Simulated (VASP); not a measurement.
Set up this calculation in VASP 6.6.1, as the native input.

- Task: single point
- Functional: PBEsol
- Potentials or basis: VASP PAW PBE potentials, release 64 (W_sv)
- Cutoff: 520 eV
- k mesh: 22 × 22 × 16
- Occupations: gaussian, width 0.15 eV
- Spin: no spin polarisation
- Dipole correction: no
- Further INCAR settings: ALGO = Fast; EDIFF = 1e-06; NBANDS = 21

The structure of W lies in POSCAR:

```
W
1.0
    0.0000000000     -1.9989957669     -1.9989957669
    0.0000000000      1.9989957669     -1.9989957669
    3.9979915338      0.0000000000      0.0000000000
W
2
Direct
    0.5000000000      0.5000000000      0.5093797097
    0.0000000000      0.0000000000     -0.0093797097
```

This cell differs from its parent crystal: atoms displaced along a vibrational mode.

These files were run (other wordings do the same):

INCAR

```
PREC = Accurate
ENCUT = 520
EDIFF = 1E-6
ISMEAR = 0
SIGMA = 0.15
LREAL = F
LASPH = T
NELM = 60
ALGO = Fast
ISIF = 2
LWAVE = F
LCHARG = F
GGA = PS
NBANDS = 21
```

KPOINTS

```
regular mesh
0
Gamma
  22 22 16
```

Potentials or basis: VASP PAW PBE potentials, release 64 (W_sv).

Launch:

```sh
$ cat potpaw_PBE.64/W_sv/POTCAR > POTCAR
$ mpirun -np 1 vasp_std > vasp.out
```

Results of the run:

The pressure is 1.5 GPa, the largest force is 1.182 eV/Å and the band gap on the k mesh is zero (bands 14 and 15 overlap by 3.67 eV).

Caveat: the cell differs from its parent crystal (atoms displaced along a vibrational mode); the PAW data sets were made with another functional, which shifts forces and pressure a little; spin-orbit coupling is left out, which moves the levels of the heavy elements.

Wall time 3.7 min on 1 thread of AMD EPYC 9R45 96-Core Processor (Zen 5) (shared host), peak memory 0.42 GiB.
